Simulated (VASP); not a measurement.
A run of VASP 6.6.1:

Contents of INCAR:

```
SYSTEM = TaSb
ALGO     = Normal         ! electronic algorithm
EDIFF    = 1E-6           ! SCF threshold, eV
ENCUT    = 520            ! plane-wave cutoff, eV
GGA      = PE             ! functional
ISIF     = 2              ! what is computed and relaxed
ISMEAR   = 0              ! smearing method
LASPH    = .TRUE.         ! aspherical terms in the spheres
LCHARG   = .FALSE.        ! write CHGCAR
LREAL    = .FALSE.        ! projectors in reciprocal space
LWAVE    = .FALSE.        ! write WAVECAR
NBANDS   = 15             ! bands
NELM     = 100            ! most SCF steps
PREC     = Accurate       ! precision mode
SIGMA    = 0.1            ! smearing width, eV
```

Contents of KPOINTS:

```
k-points
0
G
  14 14 8
  0 0 0
```

POSCAR

```
TaSb
1.0
    2.9425994359      0.0000000000      0.0000000000
    0.0000000000      2.9425994359      0.0000000000
    0.0000000000      0.0000000000      5.6114997974
Ta Sb
1 1
Direct
    0.0000000000      0.0000000000      0.5000000000
    0.0000000000      0.0000000000      0.0000000000
```

Potentials or basis: VASP PAW PBE potentials, release 64 (Ta_pv, Sb).

Launch:

```console
$ cat potpaw_PBE.64/Ta_pv/POTCAR potpaw_PBE.64/Sb/POTCAR > POTCAR
$ mpirun -np 1 vasp_std > vasp.out
```

Hardware: 1 thread of AMD EPYC 7R43 64-Core Processor (Zen 3) (shared host).

Task: Estimate the wall time of this run.

Result: Run time: 86 s on 1 thread of AMD EPYC 7R43 64-Core Processor (Zen 3), on a shared host, peak memory 0.24 GiB. Counts: scf iterations 13, k points 180.
